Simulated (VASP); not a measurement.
# MgO (rocksalt type) (Fm-3m) in VASP: notebook

Runs on MgO (rocksalt type). Level: LDA. Tasks: single point.

All numbers are computed with VASP 6.6.1; they aren't measurements. Logs are shortened: lines on timing, memory, paths and dates and some standing lists are left out, and cuts for length are marked.

## 1. The cell of the first run

Symmetry: Fm-3m, No. 225, cubic system. Conventional cell: a = 3.728 Å, b = 3.728 Å, c = 3.728 Å, α = 90.00°, β = 90.00°, γ = 90.00°. Mg (site symmetry m-3m) has 6 O at 1.86 Å within 2.5 Å. Within 2.5 Å of O (site symmetry m-3m) lie 6 Mg at 1.86 Å.

## 2. Single point, LDA (volume scaled by 0.72)

Contents of INCAR:

```
SYSTEM = MgO
ALGO = Normal
EDIFF = 1E-6
ENCUT = 600
GGA_COMPAT = .FALSE.
ISIF = 2
ISMEAR = -1
LASPH = .TRUE.
LCHARG = .FALSE.
LREAL = .FALSE.
LWAVE = .FALSE.
NBANDS = 11
NELM = 120
PREC = Accurate
SIGMA = 0.05
```

Contents of KPOINTS:

```
k-points
0
G
  15 15 15
  0 0 0
```

Contents of POSCAR:

```
MgO
1.0
    0.0000000000      1.8639257872      1.8639257872
    1.8639257872      0.0000000000      1.8639257872
    1.8639257872      1.8639257872      0.0000000000
Mg O
1 1
Direct
    0.0000000000      0.0000000000      0.0000000000
    0.5000000000      0.5000000000      0.5000000000
```

Potentials or basis: VASP PAW LDA potentials, release 64 (Mg, O).

Launch:

```sh
$ cat potpaw_LDA.64/Mg/POTCAR potpaw_LDA.64/O/POTCAR > POTCAR
$ mpirun -np 1 vasp_std > vasp.out
```

OUTCAR:

```text
SYSTEM = MgO
   EDIFF = 1E-6
   ENCUT = 600
   ISIF = 2
   ISMEAR = -1
   LASPH = .TRUE.
   LREAL = .FALSE.
   NELM = 120
   PREC = Accurate

 ion  position               nearest neighbor table
   1  0.000  0.000  0.000-   2 1.86   2 1.86   2 1.86   2 1.86   2 1.86   2 1.86
   2  0.500  0.500  0.500-   1 1.86   1 1.86   1 1.86   1 1.86   1 1.86   1 1.86

  LATTYP: Found a face centered cubic cell.
 ALAT       =     3.7278515744

  Lattice vectors:

 A1 = (   0.0000000000,   1.8639257872,   1.8639257872)
 A2 = (   1.8639257872,   0.0000000000,   1.8639257872)
 A3 = (   1.8639257872,   1.8639257872,   0.0000000000)

Analysis of symmetry for initial positions (statically):
=====================================================================
 Subroutine PRICEL returns:
 Original cell was already a primitive cell.

 Routine SETGRP: Setting up the symmetry group for a
 face centered cubic supercell.

 Subroutine GETGRP returns: Found 48 space group operations
 (whereof 48 operations were pure point group operations)
 out of a pool of 48 trial point group operations.

The static configuration has the point symmetry O_h .

Analysis of symmetry for dynamics (positions and initial velocities):
=====================================================================
 Subroutine PRICEL returns:
 Original cell was already a primitive cell.

 Routine SETGRP: Setting up the symmetry group for a
 face centered cubic supercell.

 Subroutine GETGRP returns: Found 48 space group operations
 (whereof 48 operations were pure point group operations)
 out of a pool of 48 trial point group operations.

The dynamic configuration has the point symmetry O_h .

 Subroutine INISYM returns: Found 48 space group operations
 (whereof 48 operations are pure point group operations),
 and found     1 'primitive' translations

----------------------------------------------------------------------------------------

                                     Primitive cell

  volume of cell :      12.9514

  direct lattice vectors                    reciprocal lattice vectors
     0.000000000  1.863925787  1.863925787    -0.268251023  0.268251023  0.268251023
     1.863925787  0.000000000  1.863925787     0.268251023 -0.268251023  0.268251023
     1.863925787  1.863925787  0.000000000     0.268251023  0.268251023 -0.268251023

  length of vectors
     2.635989128  2.635989128  2.635989128     0.464624402  0.464624402  0.464624402

  position of ions in fractional coordinates (direct lattice)
[... 81 lines left out ...]
   EDIFFG = 0.1E-04   stopping-criterion for IOM
   NSW    =      0    number of steps for IOM
   IBRION =     -1    ionic relax: 0-MD 1-quasi-New 2-CG
   NFREE  =      0    steps in history (QN), initial steepest desc. (CG)
   ISIF   =      2    stress and relaxation
   ISYM   =      2    0-nonsym 1-usesym 2-fastsym
   POTIM  = 0.5000    time-step for ionic-motion
   TEBEG  =    0.0;   TEEND  =   0.0 temperature during run
   PSTRESS=    0.0 pullay stress
   NELECT =       8.0000    total number of electrons
   NUPDOWN=      -1.0000    fix difference up-down
   EMIN   =  10.00;   EMAX   =-10.00  energy-range for DOS
   EFERMI =   0.00;   METHOD = LEGACY
   ISMEAR =    -1;   SIGMA  =   0.05  broadening in eV -4-tet -1-fermi 0-gaus
   EFERMI_NEDOS =   21; number of points for ismear=-14 and -15
   IALGO  =     38    algorithm
   IMIX   =      4    mixing-type and parameters
     AMIX     =   0.40;   BMIX     =  1.00
     AMIX_MAG =   1.60;   BMIX_MAG =  1.00
  volume/ion in A,a.u.               =       6.48        43.70
  Fermi-wavevector in a.u.,A,eV,Ry     =   1.394225  2.634703 26.447868  1.943863
  Thomas-Fermi vector in A             =   2.517795
   LORBIT       =      0    0 simple, 1 ext, 2 COOP (PROOUT), +10 PAW based schemes
   GGA     = CA    functional components
   LHFCALC =     F    Hartree Fock is set to
   AEXX    =    0.0000 exact exchange contribution
   IVDW    =     0    specifies the selected vdW correction
   LEPSILON=     F    determine dielectric tensor
   LRPA    =     F    only Hartree local field effects (RPA)
 non-spin polarized calculation
  energy-cutoff  :      600.00
  volume of cell :       12.95
 maximum number of plane-waves:       445
 NGX is ok and might be reduce to    24
   NGX = 11   NGY = 11   NGZ = 11

 number of electron       8.0000001 magnetization

 Free energy of the ion-electron system (eV)
  ---------------------------------------------------
  ext. energy  EPLUGINS =         0.00000000
  ---------------------------------------------------
  free energy    TOTEN  =       -12.16516846 eV

  energy without entropy =      -12.16516846  energy(sigma->0) =      -12.16516846

 E-fermi :   7.2532     XC(G=0): -13.4743

 val. band max:        6.2970646940   @ k =   0.0000   0.0000   0.0000
 cond. band min:      15.2791277666   @ k =   0.4667   0.4667   0.0000
 fundamental gap:      8.9820630726
 Fermi energy:         7.2532453055

 k-point     1 :       0.0000    0.0000    0.0000
  band No.  band energies     occupation
      1     -13.0588      2.00000
      2       6.2971      2.00000
      3       6.2971      2.00000
      4       6.2971      2.00000
      5      15.4502      0.00000
      6      23.7354      0.00000
      7      23.7354      0.00000
      8      23.7354      0.00000
      9      28.8446      0.00000
     10      31.0159      0.00000
     11      31.0159      0.00000
[... 309 lines left out ...]
 k-point    24 :       0.2000    0.1333    0.0000
  band No.  band energies     occupation
      1     -12.3344      2.00000
      2       4.1306      2.00000
      3       5.6665      2.00000
      4       5.6770      2.00000
      5      17.3415      0.00000
      6      19.9053      0.00000
      7      25.5948      0.00000
      8      25.6780      0.00000
      9      28.3876      0.00000
     10      31.9697      0.00000
     11      35.3449      0.00000

 [... further k-points ...]
[... 5 lines left out ...]
  --------------------------------------------------------------------------------------
  -------------------------------------------------------------------------------------
  Total        8.9490238      8.9490238      8.9490238     -0.0000000      0.0000000      0.0000000
  in kB     1107.0580592   1107.0580592   1107.0580592     -0.0000000      0.0000000      0.0000000
  external PRESSURE =    1107.0580592 kB  Pullay stress =       0.0000000 kB

 VOLUME and BASIS-vectors are now :
 -----------------------------------------------------------------------------
  energy-cutoff  :      600.00
  volume of cell :       12.95
      direct lattice vectors                 reciprocal lattice vectors
     0.000000000  1.863925787  1.863925787    -0.268251023  0.268251023  0.268251023
     1.863925787  0.000000000  1.863925787     0.268251023 -0.268251023  0.268251023
     1.863925787  1.863925787  0.000000000     0.268251023  0.268251023 -0.268251023

 POSITION                                       TOTAL-FORCE (eV/Angst)
 -----------------------------------------------------------------------------------
      0.00000      0.00000      0.00000        -0.000000     -0.000000      0.000000
      1.86393      1.86393      1.86393         0.000000      0.000000      0.000000
 -----------------------------------------------------------------------------------
    total drift:                               -0.000000     -0.000000      0.000000

  FREE ENERGIE OF THE ION-ELECTRON SYSTEM (eV)
  ---------------------------------------------------
  free  energy   TOTEN  =       -12.1651684622 eV

  energy  without entropy=      -12.1651684622  energy(sigma->0) =      -12.16516846
```

stdout:

```text
POSCAR found type information on POSCAR MgO
 POSCAR found :  2 types and       2 ions
 scaLAPACK will be used
 LDA part: xc-table for (Slater(with rela. corr.)+CA(PZ))
 , standard interpolation
 POSCAR, INCAR and KPOINTS ok, starting setup
 FFT: planning ... GRIDC
 FFT: planning ... GRID_SOFT
 FFT: planning ... GRID
 WAVECAR not read
 entering main loop
```

Wall time 25 s (1 thread of Intel Xeon Platinum 8259CL at 2.50GHz (Skylake/Cascade Lake), shared host); peak memory 0.14 GiB.

Results:

- Free energy: -12.1652 eV
- Pressure: 110.7 GPa
- Band gap on the k mesh: 8.98 eV, indirect (least direct gap 9.15 eV)

## 3. Single point, LDA (volume scaled by 0.8)

Contents of INCAR:

```
PREC = Accurate
ENCUT = 600
EDIFF = 1E-6
ISMEAR = -1
SIGMA = 0.05
LREAL = False
LASPH = True
NELM = 120
ALGO = Normal
ISIF = 2
LWAVE = False
LCHARG = False
NBANDS = 11
GGA_COMPAT = False
```

Contents of KPOINTS:

```
Automatic mesh
0
Gamma
  15 15 15
```

Contents of POSCAR:

```
MgO
1.0
    0.0000000000      1.9305502649      1.9305502649
    1.9305502649      0.0000000000      1.9305502649
    1.9305502649      1.9305502649      0.0000000000
Mg O
1 1
Direct
    0.0000000000      0.0000000000      0.0000000000
    0.5000000000      0.5000000000      0.5000000000
```

Potentials or basis: VASP PAW LDA potentials, release 64 (Mg, O).

Launch:

```sh
$ cat potpaw_LDA.64/Mg/POTCAR potpaw_LDA.64/O/POTCAR > POTCAR
$ mpirun -np 1 vasp_std > vasp.out
```

It took 24 s on 1 thread of Intel Xeon Platinum 8259CL at 2.50GHz (Skylake/Cascade Lake), shared host; peak memory 0.14 GiB.

It converged, with:

```
Free energy            : -12.9156 eV
Pressure               : 59.1 GPa
Band gap on the k mesh : 7.66 eV, direct
```

Levels at points of the mesh, in eV from the valence-band top:
```csv
k point,band 1,band 2,band 3,band 4,band 5,band 6,band 7,band 8
"(0.00, 0.00, 0.00)",-18.59,0.00,0.00,0.00,7.66,16.91,16.91,16.91
```

 A k mesh can miss the band edges.
